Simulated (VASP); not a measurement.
Wanted: the native input for a VASP 6.6.1 run.

```yaml
Task: density of states
Functional: PBE
Potentials_or_basis: VASP PAW PBE potentials, release 64 (Ti_sv, Al)
Cutoff: 520 eV
k_mesh: 10 × 10 × 10
Occupations: gaussian, width 0.1 eV
Spin: no spin polarisation
Dipole_correction: no
k_mesh_for_the_DOS: 15 × 15 × 15
Occupations_for_the_DOS: tetrahedron
Further_INCAR_settings: ALGO = Fast; EDIFF = 1e-06
```

Crystal: TiAl5.

```
Ti Al
1.0
    -3.29427    3.29427    2.74041
     3.29427   -3.29427    2.74041
     3.29427    3.29427   -2.74041
Ti Al
1 5
Direct
  0.50000 0.50000 0.00000
  0.50000 0.50000 0.50000
  0.00000 0.00000 0.50000
  0.50000 0.00000 0.00000
  0.00000 0.50000 0.00000
  0.00000 0.00000 0.00000
```

These files were run (other wordings do the same):

POSCAR

```
TiAl5
1.0
   -3.2942710655      3.2942710655      2.7404088811
    3.2942710655     -3.2942710655      2.7404088811
    3.2942710655      3.2942710655     -2.7404088811
Ti Al
1 5
Direct
    0.5000000000      0.5000000000      0.0000000000
    0.5000000000      0.5000000000      0.5000000000
    0.0000000000      0.0000000000      0.5000000000
    0.5000000000      0.0000000000      0.0000000000
    0.0000000000      0.5000000000      0.0000000000
    0.0000000000      0.0000000000      0.0000000000
```

INCAR.step1

```
SYSTEM = TiAl5
PREC = Accurate ; ENCUT = 520
EDIFF = 1E-6 ; ISMEAR = 0
SIGMA = 0.1 ; LREAL = .False.
LASPH = .True. ; NELM = 60
ALGO = Fast ; ISIF = 2
LWAVE = .False. ; LCHARG = .True.
LMAXMIX = 4 ; GGA = PE
NBANDS = 22
```

KPOINTS.step1

```
Automatic mesh
0
Gamma
  10 10 10
  0 0 0
```

INCAR.step2

```
SYSTEM = TiAl5
PREC = Accurate ; ENCUT = 520
EDIFF = 1E-6 ; ISMEAR = -5
SIGMA = 0.1 ; LREAL = .False.
LASPH = .True. ; NELM = 60
ALGO = Fast ; ISIF = 2
LWAVE = .False. ; LCHARG = .False.
LMAXMIX = 4 ; GGA = PE
LORBIT = 10 ; NEDOS = 2001
ICHARG = 11
```

KPOINTS.step2

```
Automatic mesh
0
Gamma
  15 15 15
  0 0 0
```

Potentials or basis: VASP PAW PBE potentials, release 64 (Ti_sv, Al).

Launch:

```console
$ cat potpaw_PBE.64/Ti_sv/POTCAR potpaw_PBE.64/Al/POTCAR > POTCAR
$ cp INCAR.step1 INCAR
$ cp KPOINTS.step1 KPOINTS
$ mpirun -np 1 vasp_std > vasp.out
$ cp INCAR.step2 INCAR
$ cp KPOINTS.step2 KPOINTS
$ mpirun -np 1 vasp_std > vasp.out
```

Results of the run:

```
Valence electrons inside the program's atomic spheres : Ti 10.37; Al 0.79, 0.83
```

Wall time 16 min on 1 thread of Intel Xeon 6975P-C, with other jobs on the host, peak memory 0.66 GiB.
